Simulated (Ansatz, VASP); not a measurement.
One calculation of AgCl, two programs

File POSCAR:

```
AgCl
1.0
    0.0000000000      2.8216801250      2.8216801250
    2.7731500000      0.0485301250      2.7731500000
    2.7731500000      2.7731500000      0.0485301250
Ag Cl
1 1
Direct
    0.5000000000      0.5000000000      0.5000000000
    0.0000000000      0.0000000000      0.0000000000
```

INCAR.step1

```
SYSTEM = AgCl
ALGO = Normal
EDIFF = 1E-5
ENCUT = 550
GGA = PE
GGA_COMPAT = .False.
ISMEAR = 0
LASPH = .True.
LCHARG = .False.
LREAL = .False.
LWAVE = .True.
NBANDS = 16
NELM = 120
PREC = Accurate
SIGMA = 0.05
```

INCAR.step2

```
SYSTEM = AgCl
ALGO = Normal
EDIFF = 1E-6
ENCUT = 550
GGA_COMPAT = .False.
ISIF = 2
ISMEAR = 0
ISTART = 1
LASPH = .True.
LCHARG = .False.
LMIXTAU = .True.
LREAL = .False.
LWAVE = .False.
METAGGA = R2SCAN
NBANDS = 16
NELM = 120
PREC = Accurate
SIGMA = 0.05
```

Contents of KPOINTS:

```
k-points
0
Gamma
  8 8 8
  0 0 0
```

Input for Ansatz:

```yaml
crystal:
  lattice:
    - [0.0, 2.821680125, 2.821680125]
    - [2.77315, 0.048530125, 2.77315]
    - [2.77315, 2.77315, 0.048530125]
  atoms:
    - { symbol: Ag, position: [0.5, 0.5, 0.5] }
    - { symbol: Cl, position: [0.0, 0.0, 0.0] }
basis:
  ecutwfc: 500
kpoints:
  mp_grid: { grid: [8, 8, 8] }
hamiltonian:
  xc: r2scan
scf:
  occupations: { method: gaussian, width: 0.05 }
output:
  forces: true
  stress: true
  eigenvalues: true
  write_density: true
  write_potential: true
  elf: true
  volumetric_format: npy
```

Change from the starting cell: strain +0.0350 x Voigt [0, 0, 0, 1, 0, 0], atoms carried along.

Alike in both runs: task single point; functional r2SCAN; k mesh 8 × 8 × 8; occupations gaussian, width 0.05 eV; no spin polarisation.

```csv
,VASP,Ansatz
version,VASP 6.6.1,Ansatz 0.2.0
potentials or method,"VASP PAW PBE potentials, release 64 (Ag, Cl), cutoff 550 eV","scalar-relativistic, plane waves, PAW"
valence electrons in the cell,18,26
```

```tsv
	VASP	Ansatz	Ansatz less VASP
gap on the k mesh at the Fermi level (eV)	1.39	1.44	+0.053
least direct gap on the mesh (eV)	3.67	3.71	+0.043
pressure (GPa)	-0.1	0.0	+0.07
traceless stress, the component that is largest in VASP (GPa)	-0.19	-0.20	-0.007
```

VASP's potentials were made for PBE, not for r2SCAN. The functional is the same, so the differences come from potentials, cutoffs and numerics. VASP's potentials hold 18 valence electrons a cell and Ansatz's 26, so a difference there can come from the potentials and not from the codes.
